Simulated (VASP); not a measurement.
## GaP: single point with PBE

Crystal: GaP.

```
CELL_PARAMETERS angstrom
1.94228 1.12138 6.43505
-1.94228 1.12138 6.43505
0.00000 -2.24275 6.43505
ATOMIC_POSITIONS crystal
Ga 0.43558 0.43558 0.43558
Ga 0.56442 0.56442 0.56442
P 0.05751 0.05751 0.05751
P 0.94249 0.94249 0.94249
```

```yaml
Program: VASP 6.6.1
Task: single point
Functional: PBE
Potentials_or_basis: VASP PAW PBE potentials, release 64 (Ga_d, P)
Cutoff: 500 eV
k_mesh: 12 × 12 × 12
Occupations: fermi-dirac, width 0.02 eV
Spin: no spin polarisation
Dipole_correction: no
Further_INCAR_settings: ALGO = Normal; EDIFF = 1e-06; NBANDS = 26
```

```yaml
Pressure: 0.0 GPa
Largest_force: 0.038 eV/Å
Band_gap_on_the_k_mesh: 0.81 eV (least direct gap 1.13 eV)
```

Forces in eV/Å, atoms in the order of the input:
```
Ga   0.000  0.000 -0.001
Ga   0.000  0.000  0.001
P    0.000  0.000 -0.038
P    0.000  0.000  0.038
```

Stress tensor (GPa, compression positive):
```
-0.01  0.00  0.00
 0.00 -0.01  0.00
 0.00  0.00 -0.10
```

Levels at points of the mesh, in eV from the valence-band top:
```csv
k point,band 15,band 16,band 17,band 18,band 19,band 20,band 21,band 22
"(0.00, 0.00, 0.00)",-1.78,-0.26,0.00,0.00,1.16,1.49,2.74,3.67
"(0.50, 0.00, 0.00)",-4.45,-2.81,-2.66,-1.74,1.64,2.71,3.60,4.48
"(0.50, 0.50, 0.00)",-3.78,-3.07,-1.20,-0.51,0.81,1.52,1.54,4.02
"(0.50, 0.50, 0.50)",-1.69,-1.69,-0.25,-0.25,1.15,2.36,3.86,3.86
```

It took 21 min on 1 thread of Intel Xeon 8259CL, on a shared host, peak memory 0.57 GiB.

A k mesh can miss the band edges.
